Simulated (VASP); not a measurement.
Crystal: Sb.

```xyz
2
Lattice="2.1542 1.2437 3.7580 -2.1542 1.2437 3.7580 0.0000 -2.4875 3.7580" Properties=species:S:1:pos:R:3 pbc="T T T"
Sb    0.0000    0.0000    2.6324
Sb    0.0000    0.0000    8.6416
```

Base run:

| Item | Value |
| --- | --- |
| Program | VASP 6.6.1 |
| Functional | PBE |
| Potentials or basis | VASP PAW PBE potentials, release 64 (Sb) |
| Cutoff | 500 eV |
| k mesh | 5 × 5 × 5 |
| Occupations | methfessel-paxton, width 0.05 eV |
| Spin | no spin polarisation |

Its results: band gap on the k mesh 0.38 eV, indirect (least direct gap 0.72 eV); pressure 2.7 GPa; largest force 0.075 eV/Å.

**Question.** The run is repeated on the same cell with these changes: k mesh from 5 × 5 × 5 to 8 × 8 × 8. What comes out?

**Answer.** Band gap on the k mesh zero (band 5 reaches 7.38 eV, above the bottom of band 6 at 7.08 eV); pressure 2.8 GPa; largest force 0.185 eV/Å.

Caveats: spin-orbit coupling is left out, which moves the levels of the heavy elements.

A k mesh can miss the band edges.
